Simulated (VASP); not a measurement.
# BN (Fmm2) in VASP: a series of runs

BN is run at these levels: LDA; tasks: single point.

Everything below comes from runs of VASP 6.6.1. Logs are shortened: lines on timing, memory, paths and dates and some standing lists are left out, and cuts for length are marked.

## Step 1: The cell of the first run

Symmetry: Fmm2, No. 42, orthorhombic system. Conventional cell: a = 2.452 Å, b = 6.848 Å, c = 4.244 Å, α = 90.00°, β = 90.00°, γ = 90.00°. Within 1.9 Å of B (site symmetry mm2) lie 3 N at 1.41 to 1.42 Å. N (site symmetry mm2) has 3 B at 1.41 to 1.42 Å within 1.9 Å.

## Step 2: Single point, LDA

Contents of INCAR:

```
PREC     = Accurate       # precision mode
ENCUT    = 520            # plane-wave cutoff, eV
EDIFF    = 1E-6           # SCF threshold, eV
ISMEAR   = 0              # smearing method
SIGMA    = 0.01           # smearing width, eV
LREAL    = False          # projectors in reciprocal space
LASPH    = True           # aspherical terms in the spheres
NELM     = 100            # most SCF steps
ALGO     = Normal         # electronic algorithm
ISIF     = 2              # what is computed and relaxed
LWAVE    = False          # write WAVECAR
LCHARG   = False          # write CHGCAR
NBANDS   = 11             # bands
```

Contents of KPOINTS:

```
regular mesh
0
Gamma
  10 10 10
```

Contents of POSCAR:

```
BN
1.0
    0.0000000000      3.4239629992      2.1218726538
    1.2260813204      0.0000000000      2.1218726538
    1.2260813204      3.4239629992      0.0000000000
B N
1 1
Direct
    0.0000490000      0.0000490000      0.9999510000
    0.6666666667      0.6666666667      0.3333333333
```

Potentials or basis: VASP PAW LDA potentials, release 64 (B, N).

Run with:

```sh
cat potpaw_LDA.64/B/POTCAR potpaw_LDA.64/N/POTCAR > POTCAR
mpirun -np 1 vasp_std > vasp.out
```

OUTCAR:

```text
PREC = Accurate
   ENCUT = 520
   EDIFF = 1E-6
   ISMEAR = 0
   LREAL = False
   LASPH = True
   NELM = 100
   ISIF = 2

 ion  position               nearest neighbor table
   1  0.000  0.000  1.000-   2 1.41   2 1.42   2 1.42
   2  0.667  0.667  0.333-   1 1.41   1 1.42   1 1.42

  LATTYP: Found a face centered orthorhombic cell.
 ALAT       =     2.4521626408
 B/A-ratio  =     1.7306133113
 C/A-ratio  =     2.7926067727

  Lattice vectors:

 A1 = (   0.0000000000,   3.4239629992,   2.1218726538)
 A2 = (  -1.2260813204,   3.4239629992,   0.0000000000)
 A3 = (  -1.2260813204,   0.0000000000,   2.1218726538)

Analysis of symmetry for initial positions (statically):
=====================================================================
 Subroutine PRICEL returns:
 Original cell was already a primitive cell.

 Routine SETGRP: Setting up the symmetry group for a
 face centered orthorhombic supercell.

 Subroutine GETGRP returns: Found  4 space group operations
 (whereof  4 operations were pure point group operations)
 out of a pool of  8 trial point group operations.

The static configuration has the point symmetry C_2v.

Analysis of symmetry for dynamics (positions and initial velocities):
=====================================================================
 Subroutine PRICEL returns:
 Original cell was already a primitive cell.

 Routine SETGRP: Setting up the symmetry group for a
 face centered orthorhombic supercell.

 Subroutine GETGRP returns: Found  4 space group operations
 (whereof  4 operations were pure point group operations)
 out of a pool of  8 trial point group operations.

The dynamic configuration has the point symmetry C_2v.

 Subroutine INISYM returns: Found  4 space group operations
 (whereof  4 operations are pure point group operations),
 and found     1 'primitive' translations

----------------------------------------------------------------------------------------

                                     Primitive cell

  volume of cell :      17.8155

  direct lattice vectors                    reciprocal lattice vectors
     0.000000000  3.423962999  2.121872654    -0.407803293  0.146029615  0.235640909
     1.226081320  0.000000000  2.121872654     0.407803293 -0.146029615  0.235640909
     1.226081320  3.423962999  0.000000000     0.407803293  0.146029615 -0.235640909

  length of vectors
     4.028134330  2.450636440  3.636866512     0.493107303  0.493107303  0.493107303

  position of ions in fractional coordinates (direct lattice)
     0.000049000  0.000049000  0.999951000
     0.666666667  0.666666667  0.333333333

  ion indices of the primitive-cell ions
   primitive index   ion index
                 1           1
                 2           2

----------------------------------------------------------------------------------------

 KPOINTS: regular mesh

Automatic generation of k-mesh.
 Grid dimensions read from file:
 generate k-points for:   10   10   10

 Generating k-lattice:

  Cartesian coordinates                     Fractional coordinates (reciprocal lattice)
    -0.040780329  0.014602962  0.023564091     0.100000000  0.000000000  0.000000000
     0.040780329 -0.014602962  0.023564091    -0.000000000  0.100000000 -0.000000000
     0.040780329  0.014602962 -0.023564091     0.000000000 -0.000000000  0.100000000

  Length of vectors
     0.049310730  0.049310730  0.049310730

  Shift w.r.t. Gamma in fractional coordinates (k-lattice)
     0.000000000  0.000000000  0.000000000

 Subroutine IBZKPT returns following result:
 ===========================================

 Found    171 irreducible k-points:

 Following reciprocal coordinates:
            Coordinates               Weight
  0.000000  0.000000  0.000000      1.000000
  0.100000  0.000000 -0.000000      8.000000
  0.200000  0.000000 -0.000000      8.000000
  0.300000  0.000000  0.000000      8.000000
  0.400000  0.000000  0.000000      8.000000
  0.500000  0.000000  0.000000      4.000000
[... 16 lines left out ...]
  0.300000  0.300000  0.000000      2.000000
  0.400000  0.300000 -0.000000      8.000000
 [... further k-points ...]
   k-points           NKPTS =    171   k-points in BZ     NKDIM =    171   number of bands    NBANDS=     11
   number of dos      NEDOS =    301   number of ions     NIONS =      2
   total plane-waves  NPLWV =  15120
   dimension x,y,z NGX =    30 NGY =   18 NGZ =   28
   dimension x,y,z NGXF=    60 NGYF=   36 NGZF=   56
   ions per type =               1   1
   NGX,Y,Z   is equivalent  to a cutoff of  12.38, 12.21, 12.80 a.u.
   NGXF,Y,Z  is equivalent  to a cutoff of  24.76, 24.42, 25.60 a.u.
 SYSTEM =  unknown system
   PREC   = accura    normal or accurate (medium, high low for compatibility)
   ISTART =      0    job   : 0-new  1-cont  2-samecut
   ICHARG =      2    charge: 1-file 2-atom 10-const
   ISPIN  =      1    spin polarized calculation?
   LNONCOLLINEAR =      F non collinear calculations
   LSORBIT =      F    spin-orbit coupling
   LASPH  =      T    aspherical Exc in radial PAW
   ENCUT  =  520.0 eV  38.22 Ry    6.18 a.u.   7.49  4.56  6.76*2*pi/ulx,y,z
   NELM   =    100;   NELMIN=  2; NELMDL= -5     # of ELM steps
   EDIFF  = 0.1E-05   stopping-criterion for ELM
   LREAL  =      F    real-space projection
   EDIFFG = 0.1E-04   stopping-criterion for IOM
   NSW    =      0    number of steps for IOM
   IBRION =     -1    ionic relax: 0-MD 1-quasi-New 2-CG
   NFREE  =      0    steps in history (QN), initial steepest desc. (CG)
   ISIF   =      2    stress and relaxation
   ISYM   =      2    0-nonsym 1-usesym 2-fastsym
   POTIM  = 0.5000    time-step for ionic-motion
   TEBEG  =    0.0;   TEEND  =   0.0 temperature during run
   PSTRESS=    0.0 pullay stress
   NELECT =       8.0000    total number of electrons
   NUPDOWN=      -1.0000    fix difference up-down
   EMIN   =  10.00;   EMAX   =-10.00  energy-range for DOS
   EFERMI =   0.00;   METHOD = LEGACY
   ISMEAR =     0;   SIGMA  =   0.01  broadening in eV -4-tet -1-fermi 0-gaus
   EFERMI_NEDOS =   21; number of points for ismear=-14 and -15
   IALGO  =     38    algorithm
   IMIX   =      4    mixing-type and parameters
     AMIX     =   0.40;   BMIX     =  1.00
     AMIX_MAG =   1.60;   BMIX_MAG =  1.00
  volume/ion in A,a.u.               =       8.91        60.11
  Fermi-wavevector in a.u.,A,eV,Ry     =   1.253638  2.369033 21.383041  1.571609
  Thomas-Fermi vector in A             =   2.387482
   LORBIT       =      0    0 simple, 1 ext, 2 COOP (PROOUT), +10 PAW based schemes
   GGA     = CA    functional components
   LHFCALC =     F    Hartree Fock is set to
   AEXX    =    0.0000 exact exchange contribution
   IVDW    =     0    specifies the selected vdW correction
   LEPSILON=     F    determine dielectric tensor
   LRPA    =     F    only Hartree local field effects (RPA)
 non-spin polarized calculation
 Gauss-broadening in eV      SIGMA  =   0.01
  energy-cutoff  :      520.00
  volume of cell :       17.82
 maximum number of plane-waves:       499
 NGX is ok and might be reduce to    30
   NGX = 15   NGY =  9   NGZ = 13

 number of electron       8.0000000 magnetization

 Free energy of the ion-electron system (eV)
  ---------------------------------------------------
  ext. energy  EPLUGINS =         0.00000000
  ---------------------------------------------------
  free energy    TOTEN  =       -19.25254514 eV

  energy without entropy =      -19.25254514  energy(sigma->0) =      -19.25254514

 E-fermi :   2.3055     XC(G=0): -10.4618

 val. band max:        2.2358042149   @ k =   0.4000  -0.4000   0.1000
 cond. band min:       5.9534387359   @ k =   0.0000   0.5000   0.5000
 fundamental gap:      3.7176345210
 Fermi energy:         2.3054871371

 k-point     1 :       0.0000    0.0000    0.0000
  band No.  band energies     occupation
      1     -15.7684      2.00000
      2      -2.4883      2.00000
      3       0.9179      2.00000
      4       0.9279      2.00000
      5       6.8577      0.00000
      6      14.1884      0.00000
      7      14.2540      0.00000
      8      15.8410      0.00000
      9      17.9691      0.00000
     10      28.6748      0.00000
     11      29.6149      0.00000

 k-point     2 :       0.1000    0.0000   -0.0000
  band No.  band energies     occupation
      1     -15.5590      2.00000
      2      -2.2874      2.00000
      3       0.1247      2.00000
      4       0.5311      2.00000
      5       7.3126      0.00000
      6      14.1410      0.00000
      7      15.0835      0.00000
      8      15.1227      0.00000
      9      18.5985      0.00000
     10      27.3314      0.00000
     11      29.2104      0.00000

 k-point     3 :       0.2000    0.0000   -0.0000
  band No.  band energies     occupation
      1     -14.9478      2.00000
      2      -1.8357      2.00000
      3      -1.6331      2.00000
      4      -0.3413      2.00000
      5       8.4996      0.00000
      6      13.2041      0.00000
      7      13.9811      0.00000
      8      17.4385      0.00000
      9      19.9859      0.00000
     10      24.0660      0.00000
     11      28.7381      0.00000

 k-point     4 :       0.3000    0.0000    0.0000
  band No.  band energies     occupation
      1     -14.0016      2.00000
      2      -4.0458      2.00000
      3      -1.2257      2.00000
      4      -0.6922      2.00000
      5       9.6011      0.00000
      6      11.3420      0.00000
      7      13.9207      0.00000
      8      20.5322      0.00000
      9      20.9218      0.00000
     10      22.1479      0.00000
     11      27.1960      0.00000
[... 239 lines left out ...]
 k-point    22 :      -0.2000    0.2000    0.0000
  band No.  band energies     occupation
      1     -13.4607      2.00000
      2      -4.3954      2.00000
      3      -2.6205      2.00000
      4      -0.2262      2.00000
      5       9.3754      0.00000
      6      12.3250      0.00000
      7      15.7163      0.00000
      8      18.3630      0.00000
      9      19.2190      0.00000
     10      23.5742      0.00000
     11      25.9161      0.00000

 k-point    23 :       0.3000    0.3000    0.0000
  band No.  band energies     occupation
      1     -14.0384      2.00000
      2      -4.1196      2.00000
      3      -1.2173      2.00000
      4      -0.3011      2.00000
      5       9.5296      0.00000
      6      11.2890      0.00000
      7      13.9077      0.00000
      8      19.6787      0.00000
      9      20.6273      0.00000
     10      23.8353      0.00000
     11      25.8008      0.00000

 k-point    24 :       0.4000    0.3000   -0.0000
  band No.  band energies     occupation
      1     -13.3678      2.00000
      2      -5.1527      2.00000
      3      -2.0980      2.00000
      4       0.4896      2.00000
      5       9.8333      0.00000
      6      10.8744      0.00000
      7      14.6042      0.00000
      8      18.6033      0.00000
      9      20.7095      0.00000
     10      22.4199      0.00000
     11      26.4751      0.00000

 [... further k-points ...]
[... 5 lines left out ...]
  --------------------------------------------------------------------------------------
  -------------------------------------------------------------------------------------
  Total        2.0201987     -0.1208197      2.0248891      0.0000000      0.0000000      0.0000000
  in kB      181.6799572    -10.8655279    182.1017724      0.0000000      0.0000000      0.0000000
  external PRESSURE =     117.6387339 kB  Pullay stress =       0.0000000 kB

 VOLUME and BASIS-vectors are now :
 -----------------------------------------------------------------------------
  energy-cutoff  :      520.00
  volume of cell :       17.82
      direct lattice vectors                 reciprocal lattice vectors
     0.000000000  3.423962999  2.121872654    -0.407803293  0.146029615  0.235640909
     1.226081320  0.000000000  2.121872654     0.407803293 -0.146029615  0.235640909
     1.226081320  3.423962999  0.000000000     0.407803293  0.146029615 -0.235640909

 POSITION                                       TOTAL-FORCE (eV/Angst)
 -----------------------------------------------------------------------------------
      1.22608      3.42396      0.00021         0.000000      0.000000      0.016634
      1.22608      3.42396      2.82916         0.000000      0.000000     -0.016634
 -----------------------------------------------------------------------------------
    total drift:                                0.000001     -0.000002      0.000008

  FREE ENERGIE OF THE ION-ELECTRON SYSTEM (eV)
  ---------------------------------------------------
  free  energy   TOTEN  =       -19.2525451351 eV

  energy  without entropy=      -19.2525451351  energy(sigma->0) =      -19.25254514
```

It took 15 s on 1 thread of Intel Xeon 6975P-C (Granite Rapids), shared host; peak memory 0.14 GiB.

What came out:

- Free energy: -19.2525 eV
- Pressure: 11.8 GPa
- Largest force: 0.017 eV/Å
- Band gap on the k mesh: 3.72 eV, indirect (least direct gap 4.75 eV)

Forces in eV/Å, atoms in the order of the input:
```
B    0.000  0.000  0.017
N    0.000  0.000 -0.017
```

Stress tensor (GPa, compression positive):
```
18.17  0.00  0.00
 0.00 -1.09  0.00
 0.00  0.00 18.21
```

Levels at points of the mesh, in eV from the valence-band top:
| k point | band 1 | band 2 | band 3 | band 4 | band 5 | band 6 | band 7 | band 8 |
| --- | --- | --- | --- | --- | --- | --- | --- | --- |
| (0.00, 0.00, 0.00) | -18.00 | -4.72 | -1.32 | -1.31 | 4.62 | 11.95 | 12.02 | 13.61 |
| (0.50, 0.00, 0.00) | -14.58 | -9.16 | -4.29 | -1.05 | 4.60 | 10.49 | 13.40 | 15.76 |
| (0.50, 0.50, 0.00) | -14.64 | -9.26 | -4.28 | -0.49 | 5.91 | 9.92 | 12.17 | 13.86 |
| (0.50, 0.00, 0.50) | -17.76 | -6.58 | -1.33 | -1.31 | 9.67 | 11.90 | 11.99 | 13.11 |
| (0.00, 0.50, 0.50) | -14.51 | -9.05 | -4.33 | -1.56 | 3.72 | 10.59 | 14.62 | 19.23 |

A k mesh can miss the band edges. A hybrid or GW would open this gap; LDA tends to underestimate it.

(Continued in part 2 of 2.)
